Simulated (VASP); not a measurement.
Set up this calculation in VASP 6.6.1, as the native input.

* Task: single point
* Functional: LDA
* Potentials or basis: VASP PAW LDA potentials, release 64 (Cu)
* Cutoff: 520 eV
* k mesh: 24 × 24 × 24
* Occupations: gaussian, width 0.15 eV
* Spin: no spin polarisation
* Dipole correction: no
* Further INCAR settings: ALGO = Normal; EDIFF = 1e-06; NBANDS = 12

The structure of Cu lies in POSCAR:

```
Cu
1.0
   -1.4124023057      1.4124023057      1.2875459418
    1.4124023057     -1.4124023057      1.2875459418
    1.4124023057      1.4124023057     -1.2875459418
Cu
1
Direct
    0.0000000000      0.0000000000      0.0000000000
```

One way to write it, as run:

INCAR

```
SYSTEM = Cu
  PREC = Accurate
  ENCUT = 520
  EDIFF = 1E-6
  ISMEAR = 0
  SIGMA = 0.15
  LREAL = .FALSE.
  LASPH = .TRUE.
  NELM = 60
  ALGO = Normal
  ISIF = 2
  LWAVE = .FALSE.
  LCHARG = .TRUE.
  GGA = CA
  LELF = .TRUE.
  LVHAR = .TRUE.
  NBANDS = 12
```

KPOINTS

```
regular mesh
0
G
  24 24 24
  0 0 0
```

Potentials or basis: VASP PAW LDA potentials, release 64 (Cu).

The run is started by

```bash
$ cat potpaw_LDA.64/Cu/POTCAR > POTCAR
$ mpirun -np 1 vasp_std > vasp.out
```

It gave:

```
Pressure               : 14.5 GPa
Band gap on the k mesh : zero (an odd number of electrons rules out a gap without spin polarisation)
```

Caveat: the cell stands under pressure.

It took 47 s on 1 thread of AMD EPYC 9R45 96-Core Processor (Zen 5), with other jobs on the host, peak memory 0.2 GiB.
